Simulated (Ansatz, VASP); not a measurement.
As: VASP beside Ansatz

```
As
1.0
     1.89176    1.09221    3.37040
    -1.89176    1.09221    3.37040
     0.00000   -2.18442    3.37040
As
2
Direct
  0.23034 0.23034 0.23034
  0.76966 0.76966 0.76966
```

Alike in both runs: functional PBE; dispersion D3(BJ); k mesh 15 × 15 × 15; occupations gaussian, width 0.1 eV; no spin polarisation.

Ansatz relaxed the structure, and its values are those at the end. VASP's run is a single point on that final structure, the one shown.

|  | VASP | Ansatz |
| --- | --- | --- |
| version | VASP 6.6.1 | Ansatz 0.2.0 |
| potentials or method | VASP PAW PBE potentials, release 64 (As), cutoff 520 eV | scalar-relativistic, plane waves, PAW |
| valence electrons in the cell | 10 | 30 |

Ansatz gave:

```
gap on the k mesh at the Fermi level (eV) : none
pressure (GPa)                            : 0.0
rms of the force components (eV/Å)        : 0.000
```

Task: What did VASP give for the same quantities?

Result: gap on the k mesh at the Fermi level (eV): none; pressure (GPa): 0.3; rms of the force components (eV/Å): 0.026.

A gap of «none» marks a metal or a gap that the smearing closes. VASP's potentials hold 10 valence electrons a cell and Ansatz's 30, so a difference there can come from the potentials and not from the codes.
